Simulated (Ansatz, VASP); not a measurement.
LiH2: VASP beside Ansatz

```xyz
6
Lattice="-2.4077 2.4077 3.2606 2.4077 -2.4077 3.2606 2.4077 2.4077 -3.2606" Properties=species:S:1:pos:R:3 pbc="T T T"
Li    2.4077    0.0000    0.0000
Li    0.0000    2.4077    0.0000
H     1.7443    1.7437    0.0000
H     0.6641   -0.6635    3.2606
H     1.7437    3.0712    0.0000
H     0.6635    0.6641    3.2606
```

Alike in both runs: functional PBE; k mesh 6 × 6 × 6; occupations gaussian, width 0.1 eV; no spin polarisation.

Ansatz relaxed the structure, and its values are those at the end. VASP's run is a single point on that final structure, the one shown.

|  | VASP | Ansatz |
| --- | --- | --- |
| version | VASP 6.6.1 | Ansatz 0.2.0 |
| potentials or method | VASP PAW PBE potentials, release 64 (Li_sv, H), cutoff 520 eV | scalar-relativistic, plane waves, PAW |
| valence electrons in the cell | 10 | 10 |

Ansatz gave:

```
gap on the k mesh at the Fermi level (eV) : 1.61
least direct gap on the mesh (eV)         : 1.80
rms of the force components (eV/Å)        : 0.012
```

**Question.** Estimate VASP's values.

**Answer.** gap on the k mesh at the Fermi level (eV): 1.60; least direct gap on the mesh (eV): 1.80; rms of the force components (eV/Å): 0.014.

Noted on VASP's run: the cutoff is short for stress, so the pressure is rough.
